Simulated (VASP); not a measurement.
A run of VASP 6.6.1 is set up as follows.

The input INCAR:

```
PREC = Accurate ; ENCUT = 600
EDIFF = 1E-6 ; ISMEAR = 0
SIGMA = 0.05 ; LREAL = False
LASPH = True ; NELM = 100
ALGO = Normal ; ISIF = 3
LWAVE = False ; LCHARG = False
GGA = PS ; IBRION = 2
NSW = 80 ; EDIFFG = -0.02
PSTRESS = 100.0
```

File KPOINTS:

```
regular mesh
0
Gamma
  9 9 5
```

POSCAR

```
Sc
1.0
    3.2800000000      0.0000000000      0.0000000000
   -1.6400000000      2.8405633244      0.0000000000
    0.0000000000      0.0000000000      5.3562400000
Sc
2
Direct
    0.3333333333      0.6666666667      0.2500000000
    0.6666666667      0.3333333333      0.7500000000
```

Potentials or basis: VASP PAW PBE potentials, release 64 (Sc_sv).

Run with:

```sh
$ cat potpaw_PBE.64/Sc_sv/POTCAR > POTCAR
$ mpirun -np 1 vasp_std > vasp.out
```

**Question.** Estimate the space group after relaxing (to 0.05 Å).

**Answer.** P6_3/mmc (No. 194).

**Question.** Estimate the band gap on the k mesh.

**Answer.** Zero (band 11 reaches 5.86 eV, above the bottom of band 12 at 4.02 eV).

Step by step:
```
step  energy change (eV)  largest force (eV/Å)  pressure (GPa)  volume (Å³)
   1              0.0000                0.0000           -2.68        49.90
   2              0.5406                0.0000           20.63        36.95
   3              0.1488                0.0000           10.17        41.15
   4              0.1397                0.0000           10.09        41.18
   5              0.1354                0.0000           10.00        41.21
   6              0.1356                0.0000           10.03        41.20
```

Caveat: the cell is relaxed towards a set pressure, so the enthalpy falls and the energy may rise; the volume moved by over 15 % at a fixed basis, so the end points are rough; the PAW data sets were made with another functional, which shifts forces and pressure a little.
